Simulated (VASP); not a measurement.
# NaCl (base) (Fm-3m) in VASP: notebook

Runs on NaCl (base). Level: PBEsol. Tasks: single point.

Program: VASP 6.6.1. These are calculated values, not measurements. Logs are shortened: lines on timing, memory, paths and dates and some standing lists are left out, and cuts for length are marked.

### Step 1. The cell of the first run

The structure is cubic, space group Fm-3m (No. 225). Conventional cell: a = 5.620 Å, b = 5.620 Å, c = 5.620 Å, α = 90.00°, β = 90.00°, γ = 90.00°. Within 3.7 Å of Na (site symmetry m-3m) lie 6 Cl at 2.81 Å. Within 3.7 Å of Cl (site symmetry m-3m) lie 6 Na at 2.81 Å.

### Step 2. Single point, PBEsol

INCAR

```
SYSTEM = NaCl
  ALGO = Normal
  EDIFF = 1E-6
  ENCUT = 500
  GGA = PS
  GGA_COMPAT = .FALSE.
  ISIF = 2
  ISMEAR = 0
  LASPH = .TRUE.
  LCHARG = .TRUE.
  LELF = .TRUE.
  LREAL = .FALSE.
  LVHAR = .TRUE.
  LWAVE = .FALSE.
  NBANDS = 14
  NELM = 120
  PREC = Accurate
  SIGMA = 0.1
```

KPOINTS

```
k-points
0
G
  6 6 6
  0 0 0
```

POSCAR

```
NaCl
1.0
    0.0000000000      2.8100000000      2.8100000000
    2.8100000000      0.0000000000      2.8100000000
    2.8100000000      2.8100000000      0.0000000000
Na Cl
1 1
Direct
    0.0000000000      0.0000000000      0.0000000000
    0.5000000000      0.5000000000      0.5000000000
```

Potentials or basis: VASP PAW PBE potentials, release 64 (Na_pv, Cl).

Started as:

```sh
$ cat potpaw_PBE.64/Na_pv/POTCAR potpaw_PBE.64/Cl/POTCAR > POTCAR
$ mpirun -np 1 vasp_std > vasp.out
```

OUTCAR:

```text
SYSTEM = NaCl
   EDIFF = 1E-6
   ENCUT = 500
   GGA = PS
   ISIF = 2
   ISMEAR = 0
   LASPH = .TRUE.
   LREAL = .FALSE.
   NELM = 120
   PREC = Accurate

 ion  position               nearest neighbor table
   1  0.000  0.000  0.000-
   2  0.500  0.500  0.500-

  LATTYP: Found a face centered cubic cell.
 ALAT       =     5.6200000000

  Lattice vectors:

 A1 = (   0.0000000000,   2.8100000000,   2.8100000000)
 A2 = (   2.8100000000,   0.0000000000,   2.8100000000)
 A3 = (   2.8100000000,   2.8100000000,   0.0000000000)

Analysis of symmetry for initial positions (statically):
=====================================================================
 Subroutine PRICEL returns:
 Original cell was already a primitive cell.

 Routine SETGRP: Setting up the symmetry group for a
 face centered cubic supercell.

 Subroutine GETGRP returns: Found 48 space group operations
 (whereof 48 operations were pure point group operations)
 out of a pool of 48 trial point group operations.

The static configuration has the point symmetry O_h .

Analysis of symmetry for dynamics (positions and initial velocities):
=====================================================================
 Subroutine PRICEL returns:
 Original cell was already a primitive cell.

 Routine SETGRP: Setting up the symmetry group for a
 face centered cubic supercell.

 Subroutine GETGRP returns: Found 48 space group operations
 (whereof 48 operations were pure point group operations)
 out of a pool of 48 trial point group operations.

The dynamic configuration has the point symmetry O_h .

 Subroutine INISYM returns: Found 48 space group operations
 (whereof 48 operations are pure point group operations),
 and found     1 'primitive' translations

----------------------------------------------------------------------------------------

                                     Primitive cell

  volume of cell :      44.3761

  direct lattice vectors                    reciprocal lattice vectors
     0.000000000  2.810000000  2.810000000    -0.177935943  0.177935943  0.177935943
     2.810000000  0.000000000  2.810000000     0.177935943 -0.177935943  0.177935943
     2.810000000  2.810000000  0.000000000     0.177935943  0.177935943 -0.177935943

  length of vectors
     3.973940110  3.973940110  3.973940110     0.308194094  0.308194094  0.308194094

  position of ions in fractional coordinates (direct lattice)
     0.000000000  0.000000000  0.000000000
     0.500000000  0.500000000  0.500000000

  ion indices of the primitive-cell ions
   primitive index   ion index
                 1           1
                 2           2

----------------------------------------------------------------------------------------

 KPOINTS: k-points

Automatic generation of k-mesh.
 Grid dimensions read from file:
 generate k-points for:    6    6    6

 Generating k-lattice:

  Cartesian coordinates                     Fractional coordinates (reciprocal lattice)
    -0.029655991  0.029655991  0.029655991     0.166666667  0.000000000  0.000000000
     0.029655991 -0.029655991  0.029655991     0.000000000  0.166666667  0.000000000
     0.029655991  0.029655991 -0.029655991     0.000000000  0.000000000  0.166666667

  Length of vectors
     0.051365682  0.051365682  0.051365682

  Shift w.r.t. Gamma in fractional coordinates (k-lattice)
     0.000000000  0.000000000  0.000000000

 Subroutine IBZKPT returns following result:
 ===========================================

 Found     16 irreducible k-points:

 Following reciprocal coordinates:
            Coordinates               Weight
  0.000000  0.000000  0.000000      1.000000
  0.166667  0.000000  0.000000      8.000000
  0.333333  0.000000  0.000000      8.000000
  0.500000  0.000000  0.000000      4.000000
  0.166667  0.166667  0.000000      6.000000
  0.333333  0.166667  0.000000     24.000000
[... 8 lines left out ...]
 -0.333333  0.333333  0.166667     24.000000
 -0.333333  0.500000  0.166667     12.000000
   k-points           NKPTS =     16   k-points in BZ     NKDIM =     16   number of bands    NBANDS=     14
   number of dos      NEDOS =    301   number of ions     NIONS =      2
   total plane-waves  NPLWV =  27000
   dimension x,y,z NGX =    30 NGY =   30 NGZ =   30
   dimension x,y,z NGXF=    60 NGYF=   60 NGZF=   60
   ions per type =               1   1
   NGX,Y,Z   is equivalent  to a cutoff of  12.55, 12.55, 12.55 a.u.
   NGXF,Y,Z  is equivalent  to a cutoff of  25.10, 25.10, 25.10 a.u.
 SYSTEM =  NaCl
   PREC   = accura    normal or accurate (medium, high low for compatibility)
   ISTART =      0    job   : 0-new  1-cont  2-samecut
   ICHARG =      2    charge: 1-file 2-atom 10-const
   ISPIN  =      1    spin polarized calculation?
   LNONCOLLINEAR =      F non collinear calculations
   LSORBIT =      F    spin-orbit coupling
   LASPH  =      T    aspherical Exc in radial PAW
   ENCUT  =  500.0 eV  36.75 Ry    6.06 a.u.   7.25  7.25  7.25*2*pi/ulx,y,z
   NELM   =    120;   NELMIN=  2; NELMDL= -5     # of ELM steps
   EDIFF  = 0.1E-05   stopping-criterion for ELM
   LREAL  =      F    real-space projection
[... 7 lines left out ...]
   TEBEG  =    0.0;   TEEND  =   0.0 temperature during run
   PSTRESS=    0.0 pullay stress
   NELECT =      14.0000    total number of electrons
   NUPDOWN=      -1.0000    fix difference up-down
   EMIN   =  10.00;   EMAX   =-10.00  energy-range for DOS
   EFERMI =   0.00;   METHOD = LEGACY
   ISMEAR =     0;   SIGMA  =   0.10  broadening in eV -4-tet -1-fermi 0-gaus
   EFERMI_NEDOS =   21; number of points for ismear=-14 and -15
   IALGO  =     38    algorithm
   IMIX   =      4    mixing-type and parameters
     AMIX     =   0.40;   BMIX     =  1.00
     AMIX_MAG =   1.60;   BMIX_MAG =  1.00
  volume/ion in A,a.u.               =      22.19       149.73
  Fermi-wavevector in a.u.,A,eV,Ry     =   1.114469  2.106040 16.898985  1.242040
  Thomas-Fermi vector in A             =   2.251064
   LORBIT       =      0    0 simple, 1 ext, 2 COOP (PROOUT), +10 PAW based schemes
   GGA     = PS    functional components
   LHFCALC =     F    Hartree Fock is set to
   AEXX    =    0.0000 exact exchange contribution
   IVDW    =     0    specifies the selected vdW correction
   LEPSILON=     F    determine dielectric tensor
   LRPA    =     F    only Hartree local field effects (RPA)
 non-spin polarized calculation
 Gauss-broadening in eV      SIGMA  =   0.10
  energy-cutoff  :      500.00
  volume of cell :       44.38
 maximum number of plane-waves:      1158
 NGX is ok and might be reduce to    30
   NGX = 15   NGY = 15   NGZ = 15

 number of electron      14.0000000 magnetization

 Free energy of the ion-electron system (eV)
  ---------------------------------------------------
  ext. energy  EPLUGINS =         0.00000000
  ---------------------------------------------------
  free energy    TOTEN  =        -6.99805490 eV

  energy without entropy =       -6.99805490  energy(sigma->0) =       -6.99805490

 E-fermi :  -0.3063     XC(G=0):  -8.3806

 val. band max:       -0.7231174568   @ k =   0.0000   0.0000   0.0000
 cond. band min:       4.2472818293   @ k =   0.0000   0.0000   0.0000
 fundamental gap:      4.9703992861
 Fermi energy:        -0.3062701162

 k-point     1 :       0.0000    0.0000    0.0000
  band No.  band energies     occupation
      1     -21.3548      2.00000
      2     -21.3548      2.00000
      3     -21.3548      2.00000
      4     -13.3920      2.00000
      5      -0.7231      2.00000
      6      -0.7231      2.00000
      7      -0.7231      2.00000
      8       4.2473      0.00000
      9      10.2844      0.00000
     10      10.2844      0.00000
     11      10.2844      0.00000
     12      12.5191      0.00000
     13      12.5191      0.00000
     14      13.9106      0.00000

 k-point     2 :       0.1667    0.0000    0.0000
  band No.  band energies     occupation
      1     -21.3629      2.00000
      2     -21.3554      2.00000
      3     -21.3554      2.00000
      4     -13.3066      2.00000
      5      -1.3536      2.00000
      6      -0.7953      2.00000
      7      -0.7953      2.00000
      8       5.0778      0.00000
      9       9.4637      0.00000
     10      10.5745      0.00000
     11      10.5745      0.00000
     12      12.1848      0.00000
     13      12.1848      0.00000
     14      15.1043      0.00000

 k-point     3 :       0.3333    0.0000    0.0000
  band No.  band energies     occupation
      1     -21.3790      2.00000
      2     -21.3565      2.00000
      3     -21.3565      2.00000
      4     -13.1282      2.00000
      5      -2.3200      2.00000
      6      -0.9327      2.00000
      7      -0.9327      2.00000
      8       6.1783      0.00000
      9       9.2628      0.00000
     10      10.3968      0.00000
     11      10.3968      0.00000
     12      13.2754      0.00000
     13      13.2754      0.00000
     14      14.4428      0.00000
[... 188 lines left out ...]
 k-point    15 :      -0.3333    0.3333    0.1667
  band No.  band energies     occupation
      1     -21.3766      2.00000
      2     -21.3669      2.00000
      3     -21.3615      2.00000
      4     -12.9845      2.00000
      5      -2.2557      2.00000
      6      -1.7502      2.00000
      7      -1.2775      2.00000
      8       8.0418      0.00000
      9       8.3896      0.00000
     10       9.1207      0.00000
     11      11.0735      0.00000
     12      13.4418      0.00000
     13      14.8728      0.00000
     14      15.9673      0.00000

 k-point    16 :      -0.3333    0.5000    0.1667
  band No.  band energies     occupation
      1     -21.3735      2.00000
      2     -21.3669      2.00000
      3     -21.3654      2.00000
      4     -12.9720      2.00000
      5      -2.2212      2.00000
      6      -1.6736      2.00000
      7      -1.4678      2.00000
      8       7.6124      0.00000
      9       8.0041      0.00000
     10       9.6565      0.00000
     11      11.2779      0.00000
     12      14.4081      0.00000
     13      15.5162      0.00000
     14      15.5921      0.00000

------------------------ aborting loop because EDIFF is reached ----------------------------------------

  FORCE on cell =-STRESS in cart. coord.  units (eV):
  Direction    XX          YY          ZZ          XY          YZ          ZX
  --------------------------------------------------------------------------------------
  -------------------------------------------------------------------------------------
  Total       -0.0683183     -0.0683183     -0.0683183      0.0000000     -0.0000000      0.0000000
  in kB       -2.4665995     -2.4665995     -2.4665995      0.0000000     -0.0000000      0.0000000
  external PRESSURE =      -2.4665995 kB  Pullay stress =       0.0000000 kB

 VOLUME and BASIS-vectors are now :
 -----------------------------------------------------------------------------
  energy-cutoff  :      500.00
  volume of cell :       44.38
      direct lattice vectors                 reciprocal lattice vectors
     0.000000000  2.810000000  2.810000000    -0.177935943  0.177935943  0.177935943
     2.810000000  0.000000000  2.810000000     0.177935943 -0.177935943  0.177935943
     2.810000000  2.810000000  0.000000000     0.177935943  0.177935943 -0.177935943

 POSITION                                       TOTAL-FORCE (eV/Angst)
 -----------------------------------------------------------------------------------
      0.00000      0.00000      0.00000         0.000000      0.000000     -0.000000
      2.81000      2.81000      2.81000         0.000000     -0.000000      0.000000
 -----------------------------------------------------------------------------------
    total drift:                               -0.000000      0.000000      0.000000

  FREE ENERGIE OF THE ION-ELECTRON SYSTEM (eV)
  ---------------------------------------------------
  free  energy   TOTEN  =        -6.9980549007 eV

  energy  without entropy=       -6.9980549007  energy(sigma->0) =       -6.99805490
```

Run time: 16 s. Hardware: 1 thread of Intel Xeon 8259CL, shared host; peak memory 0.16 GiB.

What came out:

```yaml
Free_energy: -6.9981 eV
Pressure: -0.2 GPa
Band_gap_on_the_k_mesh: 4.97 eV, direct
```

Caveat: the PAW data sets were made with another functional, which shifts forces and pressure a little. Expect the measured gap to be larger: semilocal functionals such as PBEsol lack the derivative discontinuity.

### Step 3. Single point, PBEsol

This run uses another cell than the first one, of 14.36 Å³/atom, 0.647 times its volume.

INCAR

```
PREC = Accurate
ENCUT = 500
EDIFF = 1E-6
ISMEAR = 0
SIGMA = 0.02
LREAL = F
LASPH = T
NELM = 120
ALGO = Normal
ISIF = 2
LWAVE = F
LCHARG = F
GGA = PS
NBANDS = 14
GGA_COMPAT = F
```

KPOINTS

```
regular mesh
0
Gamma
  8 8 8
```

POSCAR

```
NaCl
1.0
    0.0000000000      2.4306781470      2.4306781470
    2.4306781470      0.0000000000      2.4306781470
    2.4306781470      2.4306781470      0.0000000000
Na Cl
1 1
Direct
    0.0000000000      0.0000000000      0.0000000000
    0.5000000000      0.5000000000      0.5000000000
```

Potentials or basis: VASP PAW PBE potentials, release 64 (Na_pv, Cl).

Started as:

```sh
$ cat potpaw_PBE.64/Na_pv/POTCAR potpaw_PBE.64/Cl/POTCAR > POTCAR
$ mpirun -np 1 vasp_std > vasp.out
```

Wall time 15 s (1 thread of Intel Xeon 8259CL, shared host); peak memory 0.15 GiB.

The run converged. Its results:

```
Free energy            : -6.0273 eV
Pressure               : 30.4 GPa
Band gap on the k mesh : 6.92 eV, indirect (least direct gap 7.27 eV)
```

Levels at points of the mesh, in eV from the valence-band top:
```csv
k point,band 3,band 4,band 5,band 6,band 7,band 8,band 9,band 10,band 11,band 12
"(0.00, 0.00, 0.00)",-20.35,-14.24,0.00,0.00,0.00,7.27,11.03,11.03,11.03,13.98
"(0.50, 0.00, 0.00)",-20.36,-13.01,-3.83,-0.68,-0.68,7.64,11.71,11.71,14.48,18.11
"(0.50, 0.50, 0.00)",-20.40,-13.03,-3.27,-1.20,-1.20,6.92,8.59,14.81,16.74,19.07
```

Caveat: the PAW data sets were made with another functional, which shifts forces and pressure a little. A hybrid or GW would open this gap; PBEsol tends to underestimate it.
